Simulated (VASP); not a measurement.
**InWS4: relaxation of cell and atoms with PBE**

Crystal: InWS4.

```
CELL_PARAMETERS angstrom
4.35803 0.00000 0.00000
-2.17902 3.77417 0.00000
0.00000 0.00000 8.05184
ATOMIC_POSITIONS crystal
In 0.00000 0.00000 0.42204
W 0.00000 0.00000 0.76119
S 0.33333 0.66667 0.76552
S 0.66667 0.33333 0.76552
S 0.33333 0.66667 0.25303
S 0.66667 0.33333 0.25303
```

```
Program                : VASP 6.6.1
Task                   : relaxation of cell and atoms
Functional             : PBE
Potentials or basis    : VASP PAW PBE potentials, release 64 (In_d, W_sv, S)
Cutoff                 : 600 eV
k mesh                 : 6 × 6 × 2
Occupations            : gaussian, width 0.1 eV
Spin                   : no spin polarisation
Dipole correction      : no
Further INCAR settings : ALGO = Normal; EDIFF = 1e-07; IBRION = 2; EDIFFG = -0.04; NSW = 90; ISIF = 3
```

```
Relaxed volume                         : 22.21 Å³/atom
Relaxed cell                           : a = 4.391 Å, b = 4.391 Å, c = 7.980 Å, α = 90.00°, β = 90.00°, γ = 120.00°
Space group after relaxing (to 0.05 Å) : P6mm (No. 183)
Energy gained by relaxing              : 5.1 meV/atom
Ionic steps                            : 6
Pressure after relaxing                : -0.1 GPa
Largest force after relaxing           : 0.040 eV/Å
```

Forces on the atoms (eV/Å):
```
In   0.000  0.000  0.040
W    0.000  0.000  0.014
S    0.000  0.000 -0.029
S    0.000  0.000 -0.029
S    0.000  0.000  0.002
S    0.000  0.000  0.002
```

Stress tensor (GPa, compression positive):
```
-0.05  0.00  0.00
 0.00 -0.05  0.00
 0.00  0.00 -0.14
```

Step by step:
| step | energy change (eV) | largest force (eV/Å) | pressure (GPa) | volume (Å³) |
| --- | --- | --- | --- | --- |
| 1 | 0.0000 | 0.4858 | 1.19 | 132.44 |
| 2 | -0.0120 | 0.2943 | -1.22 | 135.60 |
| 3 | -0.0154 | 0.3542 | -0.47 | 134.58 |
| 4 | -0.0240 | 0.1681 | -0.29 | 134.17 |
| 5 | -0.0274 | 0.1948 | -0.06 | 133.69 |
| 6 | -0.0306 | 0.0396 | -0.08 | 133.25 |

Final structure:
```
In W S
1.0
     4.39111    0.00000    0.00000
    -2.19555    3.80281    0.00000
     0.00000    0.00000    7.97966
In W S
1 1 4
Direct
  0.00000 0.00000 0.41292
  0.00000 0.00000 0.76201
  0.33333 0.66667 0.76601
  0.66667 0.33333 0.76601
  0.33333 0.66667 0.25669
  0.66667 0.33333 0.25669
```

Levels at points of the mesh, in eV from the Fermi level:
```csv
k point,band 23,band 24,band 25,band 26,band 27,band 28
"(0.00, 0.00, 0.00)",-1.07,-1.07,-0.54,-0.29,-0.29,0.47
"(0.50, 0.00, 0.00)",-1.02,-0.76,-0.13,0.92,0.98,1.40
"(0.00, 0.00, 0.50)",-1.18,-1.18,-0.35,-0.21,-0.21,0.24
"(0.50, 0.00, 0.50)",-0.96,-0.71,-0.12,0.92,0.98,1.58
```

It took 3.6 min on 1 thread of Intel(R) Xeon(R) 6975P-C (Granite Rapids), on a shared host, peak memory 0.32 GiB.

Caveat: the k points lie up to 0.39 Å⁻¹ apart in the final cell; spin-orbit coupling is left out, which moves the levels of the heavy elements; this functional lacks dispersion, which binds the layers, so the pressure and a relaxed spacing across them are unreliable.
